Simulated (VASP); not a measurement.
# Hg3Pt (Pm-3m) in VASP: notebook

The runs below take Hg3Pt through single point, with LDA, PBE.

Program: VASP 6.6.1. These are calculated values, not measurements. Logs are shortened: lines on timing, memory, paths and dates and some standing lists are left out, and cuts for length are marked.

## Step 1: The cell of the first run

Symmetry: Pm-3m, No. 221, cubic system. Conventional cell: a = 4.344 Å, b = 4.344 Å, c = 4.344 Å, α = 90.00°, β = 90.00°, γ = 90.00°. Within 4.0 Å of Hg (site symmetry 4/mmm) lie 8 Hg at 3.07 Å and 4 Pt at 3.07 Å. Pt (site symmetry m-3m) has 12 Hg at 3.07 Å within 4.0 Å.

## Step 2: Single point, LDA

File INCAR:

```
PREC = Accurate
ENCUT = 520
EDIFF = 1E-7
ISMEAR = -1
SIGMA = 0.1
LREAL = False
LASPH = True
NELM = 80
ALGO = Normal
ISIF = 2
LWAVE = False
LCHARG = False
GGA = CA
NBANDS = 31
```

File KPOINTS:

```
regular mesh
0
Gamma
  5 5 5
```

File POSCAR:

```
Hg3Pt
1.0
    4.3442210000      0.0000000000      0.0000000000
    0.0000000000      4.3442210000      0.0000000000
    0.0000000000      0.0000000000      4.3442210000
Hg Pt
3 1
Direct
    0.5000000000      0.5000000000      0.0000000000
    0.5000000000      0.0000000000      0.5000000000
    0.0000000000      0.5000000000      0.5000000000
    0.0000000000      0.0000000000      0.0000000000
```

Potentials or basis: VASP PAW LDA potentials, release 64 (Hg, Pt).

Launch:

```bash
$ cat potpaw_LDA.64/Hg/POTCAR potpaw_LDA.64/Pt/POTCAR > POTCAR
$ mpirun -np 1 vasp_std > vasp.out
```

OUTCAR:

```text
PREC = Accurate
   ENCUT = 520
   EDIFF = 1E-7
   ISMEAR = -1
   LREAL = False
   LASPH = True
   NELM = 80
   ISIF = 2
   GGA = CA

 ion  position               nearest neighbor table
   1  0.500  0.500  0.000-   2 3.07   3 3.07   4 3.07   2 3.07   3 3.07   2 3.07   4 3.07   2 3.07
                             3 3.07   4 3.07   3 3.07   4 3.07
   2  0.500  0.000  0.500-   1 3.07   3 3.07   4 3.07   1 3.07   4 3.07   1 3.07   3 3.07   1 3.07
                             3 3.07   4 3.07   4 3.07   3 3.07
   3  0.000  0.500  0.500-   1 3.07   2 3.07   4 3.07   1 3.07   4 3.07   2 3.07   4 3.07   4 3.07
                             1 3.07   2 3.07   1 3.07   2 3.07
   4  0.000  0.000  0.000-   1 3.07   2 3.07   3 3.07   2 3.07   3 3.07   1 3.07   3 3.07   3 3.07
                             1 3.07   2 3.07   2 3.07   1 3.07

  LATTYP: Found a simple cubic cell.
 ALAT       =     4.3442210000

  Lattice vectors:

 A1 = (   4.3442210000,   0.0000000000,   0.0000000000)
 A2 = (   0.0000000000,   4.3442210000,   0.0000000000)
 A3 = (   0.0000000000,   0.0000000000,   4.3442210000)

Analysis of symmetry for initial positions (statically):
=====================================================================
 Subroutine PRICEL returns:
 Original cell was already a primitive cell.

 Routine SETGRP: Setting up the symmetry group for a
 simple cubic supercell.

 Subroutine GETGRP returns: Found 48 space group operations
 (whereof 48 operations were pure point group operations)
 out of a pool of 48 trial point group operations.

The static configuration has the point symmetry O_h .

Analysis of symmetry for dynamics (positions and initial velocities):
=====================================================================
 Subroutine PRICEL returns:
 Original cell was already a primitive cell.

 Routine SETGRP: Setting up the symmetry group for a
 simple cubic supercell.

 Subroutine GETGRP returns: Found 48 space group operations
 (whereof 48 operations were pure point group operations)
 out of a pool of 48 trial point group operations.

The dynamic configuration has the point symmetry O_h .

 Subroutine INISYM returns: Found 48 space group operations
 (whereof 48 operations are pure point group operations),
 and found     1 'primitive' translations

----------------------------------------------------------------------------------------

                                     Primitive cell

  volume of cell :      81.9853

  direct lattice vectors                    reciprocal lattice vectors
     4.344221000  0.000000000  0.000000000     0.230190867  0.000000000  0.000000000
     0.000000000  4.344221000  0.000000000     0.000000000  0.230190867  0.000000000
     0.000000000  0.000000000  4.344221000     0.000000000  0.000000000  0.230190867

  length of vectors
     4.344221000  4.344221000  4.344221000     0.230190867  0.230190867  0.230190867

  position of ions in fractional coordinates (direct lattice)
     0.500000000  0.500000000  0.000000000
     0.500000000  0.000000000  0.500000000
     0.000000000  0.500000000  0.500000000
     0.000000000  0.000000000  0.000000000

  ion indices of the primitive-cell ions
   primitive index   ion index
                 1           1
                 2           2
                 3           3
                 4           4

----------------------------------------------------------------------------------------

 KPOINTS: regular mesh

Automatic generation of k-mesh.
 Grid dimensions read from file:
 generate k-points for:    5    5    5

 Generating k-lattice:

  Cartesian coordinates                     Fractional coordinates (reciprocal lattice)
     0.046038173  0.000000000  0.000000000     0.200000000  0.000000000  0.000000000
     0.000000000  0.046038173  0.000000000     0.000000000  0.200000000  0.000000000
     0.000000000  0.000000000  0.046038173     0.000000000  0.000000000  0.200000000

  Length of vectors
     0.046038173  0.046038173  0.046038173

  Shift w.r.t. Gamma in fractional coordinates (k-lattice)
     0.000000000  0.000000000  0.000000000

 Subroutine IBZKPT returns following result:
 ===========================================

 Found     10 irreducible k-points:

 Following reciprocal coordinates:
            Coordinates               Weight
  0.000000  0.000000  0.000000      1.000000
  0.200000  0.000000  0.000000      6.000000
  0.400000  0.000000  0.000000      6.000000
  0.200000  0.200000  0.000000     12.000000
  0.400000  0.200000  0.000000     24.000000
  0.400000  0.400000  0.000000     12.000000
  0.200000  0.200000  0.200000      8.000000
  0.400000  0.200000  0.200000     24.000000
  0.400000  0.400000  0.200000     24.000000
  0.400000  0.400000  0.400000      8.000000
   k-points           NKPTS =     10   k-points in BZ     NKDIM =     10   number of bands    NBANDS=     31
   number of dos      NEDOS =    301   number of ions     NIONS =      4
   total plane-waves  NPLWV =  32768
   dimension x,y,z NGX =    32 NGY =   32 NGZ =   32
   dimension x,y,z NGXF=    64 NGYF=   64 NGZF=   64
   ions per type =               3   1
   NGX,Y,Z   is equivalent  to a cutoff of  12.25, 12.25, 12.25 a.u.
   NGXF,Y,Z  is equivalent  to a cutoff of  24.49, 24.49, 24.49 a.u.
 SYSTEM =  unknown system
   PREC   = accura    normal or accurate (medium, high low for compatibility)
   ISTART =      0    job   : 0-new  1-cont  2-samecut
   ICHARG =      2    charge: 1-file 2-atom 10-const
   ISPIN  =      1    spin polarized calculation?
   LNONCOLLINEAR =      F non collinear calculations
   LSORBIT =      F    spin-orbit coupling
   LASPH  =      T    aspherical Exc in radial PAW
   ENCUT  =  520.0 eV  38.22 Ry    6.18 a.u.   8.08  8.08  8.08*2*pi/ulx,y,z
   NELM   =     80;   NELMIN=  2; NELMDL= -5     # of ELM steps
   EDIFF  = 0.1E-06   stopping-criterion for ELM
   LREAL  =      F    real-space projection
   EDIFFG = 0.1E-05   stopping-criterion for IOM
   NSW    =      0    number of steps for IOM
   IBRION =     -1    ionic relax: 0-MD 1-quasi-New 2-CG
   NFREE  =      0    steps in history (QN), initial steepest desc. (CG)
   ISIF   =      2    stress and relaxation
   ISYM   =      2    0-nonsym 1-usesym 2-fastsym
   POTIM  = 0.5000    time-step for ionic-motion
   TEBEG  =    0.0;   TEEND  =   0.0 temperature during run
   PSTRESS=    0.0 pullay stress
   NELECT =      46.0000    total number of electrons
   NUPDOWN=      -1.0000    fix difference up-down
   EMIN   =  10.00;   EMAX   =-10.00  energy-range for DOS
   EFERMI =   0.00;   METHOD = LEGACY
   ISMEAR =    -1;   SIGMA  =   0.10  broadening in eV -4-tet -1-fermi 0-gaus
   EFERMI_NEDOS =   21; number of points for ismear=-14 and -15
   IALGO  =     38    algorithm
   IMIX   =      4    mixing-type and parameters
     AMIX     =   0.40;   BMIX     =  1.00
     AMIX_MAG =   1.60;   BMIX_MAG =  1.00
  volume/ion in A,a.u.               =      20.50       138.32
  Fermi-wavevector in a.u.,A,eV,Ry     =   1.350254  2.551610 24.805956  1.823186
  Thomas-Fermi vector in A             =   2.477774
   LORBIT       =      0    0 simple, 1 ext, 2 COOP (PROOUT), +10 PAW based schemes
   GGA     = CA    functional components
   LHFCALC =     F    Hartree Fock is set to
   AEXX    =    0.0000 exact exchange contribution
   IVDW    =     0    specifies the selected vdW correction
   LEPSILON=     F    determine dielectric tensor
   LRPA    =     F    only Hartree local field effects (RPA)
 non-spin polarized calculation
  energy-cutoff  :      520.00
  volume of cell :       81.99
 maximum number of plane-waves:      2230
   NGX = 17   NGY = 17   NGZ = 17

 number of electron      45.9999994 magnetization

 Free energy of the ion-electron system (eV)
  ---------------------------------------------------
  ext. energy  EPLUGINS =         0.00000000
  ---------------------------------------------------
  free energy    TOTEN  =        -9.78250748 eV

  energy without entropy =       -9.71281808  energy(sigma->0) =       -9.74766278

 E-fermi :   4.4357     XC(G=0): -11.9628

 val. band max:        4.4330240588   @ k =   0.4000   0.2000   0.0000
 cond. band min:       4.6797412248   @ k =   0.4000   0.2000   0.2000
 fundamental gap:      0.2467171659
 Fermi energy:         4.4357026171

 k-point     1 :       0.0000    0.0000    0.0000
  band No.  band energies     occupation
      1      -5.3809      2.00000
      2      -4.1841      2.00000
      3      -3.9155      2.00000
      4      -3.9155      2.00000
      5      -3.9155      2.00000
      6      -3.6623      2.00000
[... 23 lines left out ...]
     30      12.0059      0.00000
     31      12.7467      0.00000

 k-point     2 :       0.2000    0.0000    0.0000
  band No.  band energies     occupation
      1      -5.0129      2.00000
      2      -4.0047      2.00000
      3      -3.8476      2.00000
      4      -3.7533      2.00000
      5      -3.7533      2.00000
      6      -3.5762      2.00000
[... 23 lines left out ...]
     30      11.7566      0.00000
     31      11.7585      0.00000

 k-point     3 :       0.4000    0.0000    0.0000
  band No.  band energies     occupation
      1      -4.1750      2.00000
      2      -3.7148      2.00000
      3      -3.5965      2.00000
      4      -3.3103      2.00000
      5      -3.2995      2.00000
      6      -3.2995      2.00000
[... 23 lines left out ...]
     30      11.5057      0.00000
     31      14.5013      0.00000

 k-point     4 :       0.2000    0.2000    0.0000
  band No.  band energies     occupation
      1      -4.6849      2.00000
      2      -3.8335      2.00000
      3      -3.7473      2.00000
      4      -3.6564      2.00000
      5      -3.6365      2.00000
      6      -3.4328      2.00000
[... 23 lines left out ...]
     30      12.2705      0.00000
     31      12.4042      0.00000

 k-point     5 :       0.4000    0.2000    0.0000
  band No.  band energies     occupation
      1      -3.9581      2.00000
      2      -3.6000      2.00000
      3      -3.4299      2.00000
      4      -3.3517      2.00000
      5      -3.2356      2.00000
      6      -3.1664      2.00000
[... 23 lines left out ...]
     30      12.6191      0.00000
     31      13.6771      0.00000

 k-point     6 :       0.4000    0.4000    0.0000
  band No.  band energies     occupation
      1      -3.6398      2.00000
      2      -3.3600      2.00000
      3      -3.3275      2.00000
      4      -3.0977      2.00000
      5      -3.0757      2.00000
      6      -3.0359      2.00000
[... 23 lines left out ...]
     30      11.7888      0.00000
     31      12.2920      0.00000

 k-point     7 :       0.2000    0.2000    0.2000
  band No.  band energies     occupation
      1      -4.4599      2.00000
      2      -3.6992      2.00000
      3      -3.6156      2.00000
      4      -3.6156      2.00000
      5      -3.5754      2.00000
      6      -3.1703      2.00000
[... 23 lines left out ...]
     30      11.9524      0.00000
     31      13.7504      0.00000

 k-point     8 :       0.4000    0.2000    0.2000
  band No.  band energies     occupation
      1      -4.0107      2.00000
      2      -3.5062      2.00000
      3      -3.4323      2.00000
      4      -3.3658      2.00000
      5      -3.2936      2.00000
      6      -3.0802      2.00000
[... 23 lines left out ...]
     30      12.3271      0.00000
     31      13.8976      0.00000

 k-point     9 :       0.4000    0.4000    0.2000
  band No.  band energies     occupation
      1      -3.9047      2.00000
      2      -3.6233      2.00000
      3      -3.5716      2.00000
      4      -3.5395      2.00000
      5      -3.0798      2.00000
      6      -3.0175      2.00000
[... 23 lines left out ...]
     30      14.5132      0.00000
     31      14.7271      0.00000

 k-point    10 :       0.4000    0.4000    0.4000
  band No.  band energies     occupation
      1      -4.0635      2.00000
      2      -3.8962      2.00000
      3      -3.8962      2.00000
      4      -3.8691      2.00000
      5      -3.0402      2.00000
      6      -3.0402      2.00000
[... 23 lines left out ...]
     30      16.5251      0.00000
     31      17.1457      0.00000

------------------------ aborting loop because EDIFF is reached ----------------------------------------

  FORCE on cell =-STRESS in cart. coord.  units (eV):
  Direction    XX          YY          ZZ          XY          YZ          ZX
  --------------------------------------------------------------------------------------
  -------------------------------------------------------------------------------------
  Total       -4.9343948     -4.9343948     -4.9343948     -0.0000000     -0.0000000     -0.0000000
  in kB      -96.4292410    -96.4292410    -96.4292410     -0.0000000     -0.0000000     -0.0000000
  external PRESSURE =     -96.4292410 kB  Pullay stress =       0.0000000 kB

 VOLUME and BASIS-vectors are now :
 -----------------------------------------------------------------------------
  energy-cutoff  :      520.00
  volume of cell :       81.99
      direct lattice vectors                 reciprocal lattice vectors
     4.344221000  0.000000000  0.000000000     0.230190867  0.000000000  0.000000000
     0.000000000  4.344221000  0.000000000     0.000000000  0.230190867  0.000000000
     0.000000000  0.000000000  4.344221000     0.000000000  0.000000000  0.230190867

 POSITION                                       TOTAL-FORCE (eV/Angst)
 -----------------------------------------------------------------------------------
      2.17211      2.17211      0.00000         0.000000      0.000000      0.000000
      2.17211      0.00000      2.17211         0.000000      0.000000      0.000000
      0.00000      2.17211      2.17211         0.000000      0.000000      0.000000
      0.00000      0.00000      0.00000         0.000000      0.000000      0.000000
 -----------------------------------------------------------------------------------
    total drift:                                0.000000     -0.000000     -0.000000

  FREE ENERGIE OF THE ION-ELECTRON SYSTEM (eV)
  ---------------------------------------------------
  free  energy   TOTEN  =        -9.7825074763 eV

  energy  without entropy=       -9.7128180775  energy(sigma->0) =       -9.74766278
```

It used 14 s of CPU time on 1 thread of AMD EPYC 7R13 Processor (Zen 3) (shared host).

What came out:

| Item | Value |
| --- | --- |
| Free energy | -9.7825 eV |
| Pressure | -9.6 GPa |
| Band gap on the k mesh | zero (band 23 reaches 5.47 eV, above the bottom of band 24 at 3.52 eV) |

Levels at points of the mesh, in eV from the Fermi level:
| k point | band 19 | band 20 | band 21 | band 22 | band 23 | band 24 | band 25 | band 26 | band 27 | band 28 |
| --- | --- | --- | --- | --- | --- | --- | --- | --- | --- | --- |
| (0.00, 0.00, 0.00) | -1.50 | -1.50 | -1.50 | -0.12 | -0.12 | -0.12 | 2.07 | 2.07 | 3.22 | 7.57 |

Caveat: spin-orbit coupling is left out, which moves the levels of the heavy elements.

## Step 3: Single point, LDA

File INCAR:

```
PREC = Accurate ; ENCUT = 520
EDIFF = 1E-6 ; ISMEAR = -1
SIGMA = 0.1 ; LREAL = False
LASPH = True ; NELM = 100
ALGO = Normal ; ISIF = 2
LWAVE = False ; LCHARG = False
NBANDS = 31
```

File KPOINTS:

```
Automatic mesh
0
Gamma
  5 5 5
```

POSCAR is that of step 2.

Potentials or basis: VASP PAW LDA potentials, release 64 (Hg, Pt).

Launch:

```bash
$ cat potpaw_LDA.64/Hg/POTCAR potpaw_LDA.64/Pt/POTCAR > POTCAR
$ mpirun -np 1 vasp_std > vasp.out
```

It used 12 s of CPU time on 1 thread of AMD EPYC 7R13 Processor (Zen 3), with other jobs on the host.

It converged, with:

```yaml
Free_energy: -9.7825 eV
Pressure: -9.7 GPa
Band_gap_on_the_k_mesh: zero (band 23 reaches 5.47 eV, above the bottom of band 24 at 3.52 eV)
```

Levels at points of the mesh, in eV from the Fermi level:
```tsv
k point	band 20	band 21	band 22	band 23	band 24	band 25	band 26	band 27
(0.00, 0.00, 0.00)	-1.50	-1.50	-0.12	-0.12	-0.12	2.07	2.07	3.22
```

Caveat: spin-orbit coupling is left out, which moves the levels of the heavy elements.

(Part 1 of 2 ends here.)
